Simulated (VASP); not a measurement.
# AlNi (Pm-3m) in VASP: notebook

Runs on AlNi. Level: PBE. Tasks: single point.

Program: VASP 6.6.1. These are calculated values, not measurements. Logs are shortened: lines on timing, memory, paths and dates and some standing lists are left out, and cuts for length are marked.

### Step 1. The cell of the first run

The structure is cubic, space group Pm-3m (No. 221). Conventional cell: a = 2.881 Å, b = 2.881 Å, c = 2.881 Å, α = 90.00°, β = 90.00°, γ = 90.00°. Al (site symmetry m-3m) has 8 Ni at 2.50 Å and 6 Al at 2.88 Å within 3.3 Å. Ni (site symmetry m-3m) has 8 Al at 2.50 Å and 6 Ni at 2.88 Å within 3.3 Å.

### Step 2. Single point, PBE

Contents of INCAR:

```
SYSTEM = AlNi
PREC = Accurate ; ENCUT = 520
EDIFF = 1E-6 ; ISMEAR = -1
SIGMA = 0.05 ; LREAL = .FALSE.
LASPH = .TRUE. ; NELM = 60
ALGO = Normal ; ISIF = 2
LWAVE = .FALSE. ; LCHARG = .FALSE.
GGA = PE ; NBANDS = 14
```

Contents of KPOINTS:

```
regular mesh
0
G
  13 13 13
  0 0 0
```

Contents of POSCAR:

```
AlNi
1.0
    2.8810000000      0.0000000000      0.0000000000
    0.0000000000      2.8810000000      0.0000000000
    0.0000000000      0.0000000000      2.8810000000
Al Ni
1 1
Direct
    0.0000000000      0.0000000000      0.0000000000
    0.5000000000      0.5000000000      0.5000000000
```

Potentials or basis: VASP PAW PBE potentials, release 64 (Al, Ni).

On the command line:

```
cat potpaw_PBE.64/Al/POTCAR potpaw_PBE.64/Ni/POTCAR > POTCAR
mpirun -np 1 vasp_std > vasp.out
```

OUTCAR:

```text
SYSTEM = AlNi
   PREC = Accurate
   ENCUT = 520
   EDIFF = 1E-6
   ISMEAR = -1
   LREAL = .FALSE.
   LASPH = .TRUE.
   NELM = 60
   ISIF = 2
   GGA = PE

 ion  position               nearest neighbor table
   1  0.000  0.000  0.000-   2 2.50   2 2.50   2 2.50   2 2.50   2 2.50   2 2.50   2 2.50   2 2.50

   2  0.500  0.500  0.500-   1 2.50   1 2.50   1 2.50   1 2.50   1 2.50   1 2.50   1 2.50   1 2.50

  LATTYP: Found a simple cubic cell.
 ALAT       =     2.8810000000

  Lattice vectors:

 A1 = (   2.8810000000,   0.0000000000,   0.0000000000)
 A2 = (   0.0000000000,   2.8810000000,   0.0000000000)
 A3 = (   0.0000000000,   0.0000000000,   2.8810000000)

Analysis of symmetry for initial positions (statically):
=====================================================================
 Subroutine PRICEL returns:
 Original cell was already a primitive cell.

 Routine SETGRP: Setting up the symmetry group for a
 simple cubic supercell.

 Subroutine GETGRP returns: Found 48 space group operations
 (whereof 48 operations were pure point group operations)
 out of a pool of 48 trial point group operations.

The static configuration has the point symmetry O_h .

Analysis of symmetry for dynamics (positions and initial velocities):
=====================================================================
 Subroutine PRICEL returns:
 Original cell was already a primitive cell.

 Routine SETGRP: Setting up the symmetry group for a
 simple cubic supercell.

 Subroutine GETGRP returns: Found 48 space group operations
 (whereof 48 operations were pure point group operations)
 out of a pool of 48 trial point group operations.

The dynamic configuration has the point symmetry O_h .

 Subroutine INISYM returns: Found 48 space group operations
 (whereof 48 operations are pure point group operations),
 and found     1 'primitive' translations

----------------------------------------------------------------------------------------

                                     Primitive cell

  volume of cell :      23.9128

  direct lattice vectors                    reciprocal lattice vectors
     2.881000000  0.000000000  0.000000000     0.347101701  0.000000000  0.000000000
     0.000000000  2.881000000  0.000000000     0.000000000  0.347101701  0.000000000
     0.000000000  0.000000000  2.881000000     0.000000000  0.000000000  0.347101701

  length of vectors
     2.881000000  2.881000000  2.881000000     0.347101701  0.347101701  0.347101701

  position of ions in fractional coordinates (direct lattice)
     0.000000000  0.000000000  0.000000000
     0.500000000  0.500000000  0.500000000

  ion indices of the primitive-cell ions
   primitive index   ion index
                 1           1
                 2           2

----------------------------------------------------------------------------------------

 KPOINTS: regular mesh

Automatic generation of k-mesh.
 Grid dimensions read from file:
 generate k-points for:   13   13   13

 Generating k-lattice:

  Cartesian coordinates                     Fractional coordinates (reciprocal lattice)
     0.026700131  0.000000000  0.000000000     0.076923077  0.000000000  0.000000000
     0.000000000  0.026700131  0.000000000     0.000000000  0.076923077  0.000000000
     0.000000000  0.000000000  0.026700131     0.000000000  0.000000000  0.076923077

  Length of vectors
     0.026700131  0.026700131  0.026700131

  Shift w.r.t. Gamma in fractional coordinates (k-lattice)
     0.000000000  0.000000000  0.000000000

 Subroutine IBZKPT returns following result:
 ===========================================

 Found     84 irreducible k-points:

 Following reciprocal coordinates:
            Coordinates               Weight
  0.000000  0.000000  0.000000      1.000000
  0.076923  0.000000  0.000000      6.000000
  0.153846  0.000000  0.000000      6.000000
  0.230769  0.000000  0.000000      6.000000
  0.307692  0.000000  0.000000      6.000000
  0.384615  0.000000  0.000000      6.000000
[... 16 lines left out ...]
  0.307692  0.307692  0.000000     12.000000
  0.384615  0.307692  0.000000     24.000000
 [... further k-points ...]
   k-points           NKPTS =     84   k-points in BZ     NKDIM =     84   number of bands    NBANDS=     14
   number of dos      NEDOS =    301   number of ions     NIONS =      2
   total plane-waves  NPLWV =  13824
   dimension x,y,z NGX =    24 NGY =   24 NGZ =   24
   dimension x,y,z NGXF=    48 NGYF=   48 NGZF=   48
   ions per type =               1   1
   NGX,Y,Z   is equivalent  to a cutoff of  13.85, 13.85, 13.85 a.u.
   NGXF,Y,Z  is equivalent  to a cutoff of  27.70, 27.70, 27.70 a.u.
 SYSTEM =  AlNi
   PREC   = accura    normal or accurate (medium, high low for compatibility)
   ISTART =      0    job   : 0-new  1-cont  2-samecut
   ICHARG =      2    charge: 1-file 2-atom 10-const
   ISPIN  =      1    spin polarized calculation?
   LNONCOLLINEAR =      F non collinear calculations
   LSORBIT =      F    spin-orbit coupling
   LASPH  =      T    aspherical Exc in radial PAW
   ENCUT  =  520.0 eV  38.22 Ry    6.18 a.u.   5.36  5.36  5.36*2*pi/ulx,y,z
   NELM   =     60;   NELMIN=  2; NELMDL= -5     # of ELM steps
   EDIFF  = 0.1E-05   stopping-criterion for ELM
   LREAL  =      F    real-space projection
[... 7 lines left out ...]
   TEBEG  =    0.0;   TEEND  =   0.0 temperature during run
   PSTRESS=    0.0 pullay stress
   NELECT =      13.0000    total number of electrons
   NUPDOWN=      -1.0000    fix difference up-down
   EMIN   =  10.00;   EMAX   =-10.00  energy-range for DOS
   EFERMI =   0.00;   METHOD = LEGACY
   ISMEAR =    -1;   SIGMA  =   0.05  broadening in eV -4-tet -1-fermi 0-gaus
   EFERMI_NEDOS =   21; number of points for ismear=-14 and -15
   IALGO  =     38    algorithm
   IMIX   =      4    mixing-type and parameters
     AMIX     =   0.40;   BMIX     =  1.00
     AMIX_MAG =   1.60;   BMIX_MAG =  1.00
  volume/ion in A,a.u.               =      11.96        80.69
  Fermi-wavevector in a.u.,A,eV,Ry     =   1.336122  2.524904 24.289410  1.785221
  Thomas-Fermi vector in A             =   2.464773
   LORBIT       =      0    0 simple, 1 ext, 2 COOP (PROOUT), +10 PAW based schemes
   GGA     = PE    functional components
   LHFCALC =     F    Hartree Fock is set to
   AEXX    =    0.0000 exact exchange contribution
   IVDW    =     0    specifies the selected vdW correction
   LEPSILON=     F    determine dielectric tensor
   LRPA    =     F    only Hartree local field effects (RPA)
 non-spin polarized calculation
  energy-cutoff  :      520.00
  volume of cell :       23.91
 maximum number of plane-waves:       660
 NGX is ok and might be reduce to    24
   NGX = 11   NGY = 11   NGZ = 11

 number of electron      13.0000015 magnetization

 Free energy of the ion-electron system (eV)
  ---------------------------------------------------
  ext. energy  EPLUGINS =         0.00000000
  ---------------------------------------------------
  free energy    TOTEN  =       -10.54345727 eV

  energy without entropy =      -10.53854954  energy(sigma->0) =      -10.54100340

 E-fermi :  10.0063     XC(G=0): -12.0483

 val. band max:        9.9550042121   @ k =   0.3846   0.2308   0.1538
 cond. band min:      10.0634264402   @ k =   0.3846   0.3077   0.1538
 fundamental gap:      0.1084222281
 Fermi energy:        10.0062931092

 k-point     1 :       0.0000    0.0000    0.0000
  band No.  band energies     occupation
      1      -1.1119      2.00000
      2       6.8001      2.00000
      3       6.8001      2.00000
      4       8.4850      2.00000
      5       8.4850      2.00000
      6       8.4850      2.00000
      7      15.5254      0.00000
      8      15.5254      0.00000
      9      15.5254      0.00000
     10      18.1503      0.00000
     11      18.1503      0.00000
     12      23.7677      0.00000
     13      30.9527      0.00000
     14      30.9527      0.00000

 k-point     2 :       0.0769    0.0000    0.0000
  band No.  band energies     occupation
      1      -1.0030      2.00000
      2       6.7915      2.00000
      3       6.8257      2.00000
      4       8.4378      2.00000
      5       8.4378      2.00000
      6       8.4900      2.00000
      7      14.4288      0.00000
      8      15.6693      0.00000
      9      15.6693      0.00000
     10      18.1569      0.00000
     11      19.1345      0.00000
     12      24.1529      0.00000
     13      29.7544      0.00000
     14      29.7544      0.00000

 k-point     3 :       0.1538    0.0000    0.0000
  band No.  band energies     occupation
      1      -0.6778      2.00000
      2       6.7327      2.00000
      3       6.8975      2.00000
      4       8.3126      2.00000
      5       8.3126      2.00000
      6       8.5039      2.00000
      7      12.7047      0.00000
      8      16.0857      0.00000
      9      16.0857      0.00000
     10      18.1763      0.00000
     11      20.4639      0.00000
     12      25.3860      0.00000
     13      27.8686      0.00000
     14      27.8686      0.00000
[... 324 lines left out ...]
 k-point    23 :       0.3077    0.3077    0.0000
  band No.  band energies     occupation
      1       2.1720      2.00000
      2       6.3445      2.00000
      3       6.9383      2.00000
      4       7.6908      2.00000
      5       8.0527      2.00000
      6       8.1266      2.00000
      7      10.2649      0.01128
      8      12.3239      0.00000
      9      16.9611      0.00000
     10      19.4700      0.00000
     11      21.8228      0.00000
     12      25.0890      0.00000
     13      26.0455      0.00000
     14      26.7103      0.00000

 k-point    24 :       0.3846    0.3077    0.0000
  band No.  band energies     occupation
      1       2.9853      2.00000
      2       5.8488      2.00000
      3       7.1094      2.00000
      4       7.6612      2.00000
      5       7.9664      2.00000
      6       8.1243      2.00000
      7       9.7058      1.99510
      8      12.5704      0.00000
      9      15.5689      0.00000
     10      20.3779      0.00000
     11      22.3219      0.00000
     12      23.9978      0.00000
     13      26.0735      0.00000
     14      26.3332      0.00000

 [... further k-points ...]

------------------------ aborting loop because EDIFF is reached ----------------------------------------

  FORCE on cell =-STRESS in cart. coord.  units (eV):
  Direction    XX          YY          ZZ          XY          YZ          ZX
  --------------------------------------------------------------------------------------
  -------------------------------------------------------------------------------------
  Total        0.2914585      0.2914585      0.2914585      0.0000000      0.0000000      0.0000000
  in kB       19.5279892     19.5279892     19.5279892      0.0000000      0.0000000      0.0000000
  external PRESSURE =      19.5279892 kB  Pullay stress =       0.0000000 kB

 VOLUME and BASIS-vectors are now :
 -----------------------------------------------------------------------------
  energy-cutoff  :      520.00
  volume of cell :       23.91
      direct lattice vectors                 reciprocal lattice vectors
     2.881000000  0.000000000  0.000000000     0.347101701  0.000000000  0.000000000
     0.000000000  2.881000000  0.000000000     0.000000000  0.347101701  0.000000000
     0.000000000  0.000000000  2.881000000     0.000000000  0.000000000  0.347101701

 POSITION                                       TOTAL-FORCE (eV/Angst)
 -----------------------------------------------------------------------------------
      0.00000      0.00000      0.00000         0.000000      0.000000      0.000000
      1.44050      1.44050      1.44050         0.000000      0.000000      0.000000
 -----------------------------------------------------------------------------------
    total drift:                                0.000000      0.000000     -0.000000

  FREE ENERGIE OF THE ION-ELECTRON SYSTEM (eV)
  ---------------------------------------------------
  free  energy   TOTEN  =       -10.5434572664 eV

  energy  without entropy=      -10.5385495358  energy(sigma->0) =      -10.54100340
```

Run time: 10 s. Hardware: 1 thread of AMD EPYC 9R45 (Zen 5), shared host; peak memory 0.12 GiB.

What came out:

- Free energy: -10.5435 eV
- Pressure: 2.0 GPa

### Step 3. Single point, PBE, non-collinear spin, typed start, spin-orbit coupling

Contents of INCAR:

```
PREC = Accurate ; ENCUT = 520
EDIFF = 1E-7 ; ISMEAR = -1
SIGMA = 0.05 ; LREAL = False
LASPH = True ; NELM = 150
ALGO = Normal ; ISIF = 2
LWAVE = False ; LCHARG = True
MAGMOM = 0 0 0 0 0 1.5 ; LORBIT = 11
LSORBIT = True ; GGA_COMPAT = False
LORBMOM = True ; LMAXMIX = 4
GGA = PE ; LVHAR = True
NBANDS = 25
```

Contents of KPOINTS:

```
regular mesh
0
Gamma
  13 13 13
```

POSCAR is that of step 2.

Potentials or basis: VASP PAW PBE potentials, release 64 (Al, Ni).

On the command line:

```
cat potpaw_PBE.64/Al/POTCAR potpaw_PBE.64/Ni/POTCAR > POTCAR
mpirun -np 1 vasp_ncl > vasp.out
```

OUTCAR:

```text
PREC = Accurate
   ENCUT = 520
   EDIFF = 1E-7
   ISMEAR = -1
   LREAL = False
   LASPH = True
   NELM = 150
   ISIF = 2
   LORBIT = 11
   LSORBIT = True
   GGA = PE

 ion  position               nearest neighbor table
   1  0.000  0.000  0.000-   2 2.50   2 2.50   2 2.50   2 2.50   2 2.50   2 2.50   2 2.50   2 2.50

   2  0.500  0.500  0.500-   1 2.50   1 2.50   1 2.50   1 2.50   1 2.50   1 2.50   1 2.50   1 2.50

  LATTYP: Found a simple cubic cell.
 ALAT       =     2.8810000000

  Lattice vectors:

 A1 = (   2.8810000000,   0.0000000000,   0.0000000000)
 A2 = (   0.0000000000,   2.8810000000,   0.0000000000)
 A3 = (   0.0000000000,   0.0000000000,   2.8810000000)

Analysis of symmetry for initial positions (statically):
=====================================================================
 Subroutine PRICEL returns:
 Original cell was already a primitive cell.

 Routine SETGRP: Setting up the symmetry group for a
 simple cubic supercell.

 Subroutine GETGRP returns: Found 48 space group operations
 (whereof 48 operations were pure point group operations)
[... 936 lines left out ...]
     0.0000000     0.0000000     0.0000000     0.0000000     0.0000000     0.0000000     0.0000000
     0.0000000     0.0000000     0.0000000     0.0000000     0.0000000     0.0000000     0.0000000
     0.0000000     0.0000000     0.0000000     0.0000000     0.0000000     0.0000000     0.0000000
     0.0000000     0.0000000     0.0000000     0.0000000     0.0000000     0.0000000     0.0000000
     0.0000000     0.0000000     0.0000000     0.0000000     0.0000000     0.0000000     0.0000000
     0.0000000     0.0000000     0.0000000     0.0000000     0.0000000     0.0000000     0.0000000

 Ion:    2  E_soc:     -0.0138777
 l=   1
     0.0000000    -0.0003324    -0.0003324
    -0.0003324     0.0000000    -0.0003324
    -0.0003324    -0.0003324     0.0000000
 l=   2
     0.0000000    -0.0003118     0.0000000    -0.0003118    -0.0016687
    -0.0003118     0.0000000    -0.0012515    -0.0003118    -0.0004172
     0.0000000    -0.0012515     0.0000000    -0.0012515     0.0000000
    -0.0003118    -0.0003118    -0.0012515     0.0000000    -0.0004172
    -0.0016687    -0.0004172     0.0000000    -0.0004172     0.0000000
 l=   3
     0.0000000     0.0000000     0.0000000     0.0000000     0.0000000     0.0000000     0.0000000
     0.0000000     0.0000000     0.0000000     0.0000000     0.0000000     0.0000000     0.0000000
     0.0000000     0.0000000     0.0000000     0.0000000     0.0000000     0.0000000     0.0000000
     0.0000000     0.0000000     0.0000000     0.0000000     0.0000000     0.0000000     0.0000000
     0.0000000     0.0000000     0.0000000     0.0000000     0.0000000     0.0000000     0.0000000
     0.0000000     0.0000000     0.0000000     0.0000000     0.0000000     0.0000000     0.0000000
     0.0000000     0.0000000     0.0000000     0.0000000     0.0000000     0.0000000     0.0000000

 total charge

# of ion       s       p       d       tot
------------------------------------------
    1        0.384   0.414   0.000   0.797
    2        0.475   0.516   8.474   9.465
--------------------------------------------------
tot          0.859   0.930   8.474  10.263

 magnetization (x)

# of ion       s       p       d       tot
------------------------------------------
    1        0.000   0.000   0.000   0.000
    2        0.000   0.000  -0.000  -0.000
--------------------------------------------------
tot          0.000   0.000  -0.000  -0.000

 magnetization (y)

# of ion       s       p       d       tot
------------------------------------------
    1        0.000  -0.000   0.000   0.000
    2       -0.000   0.000   0.000  -0.000
--------------------------------------------------
tot          0.000  -0.000   0.000   0.000

 magnetization (z)

# of ion       s       p       d       tot
------------------------------------------
    1       -0.000  -0.000   0.000  -0.000
    2        0.000  -0.000   0.000   0.000
--------------------------------------------------
tot         -0.000  -0.000   0.000   0.000
```

stdout:

```text
POSCAR found type information on POSCAR AlNi
 POSCAR found :  2 types and       2 ions
 scaLAPACK will be used
 LDA part: xc-table for (Slater+PW92), standard interpolation
 POSCAR, INCAR and KPOINTS ok, starting setup
 FFT: planning ... GRIDC
 FFT: planning ... GRID_SOFT
 FFT: planning ... GRID
 WAVECAR not read
 entering main loop
```

Wall time 2.6 min (1 thread of AMD EPYC 9R45 (Zen 5), shared host); peak memory 0.36 GiB.

What came out:

```yaml
Free_energy: -10.5505 eV
Pressure: 2.0 GPa
Net_moment: 0.00 μB per cell
Valence_electrons_inside_the_program's_atomic_spheres: Al 0.80; Ni 9.46
```

Moments on the atoms (μB; x, y, z):
```
Al  0.00 0.00 0.00
Ni  0.00 0.00 0.00
```

Caveat: the starting moments collapsed, and a magnetic state may lie lower.
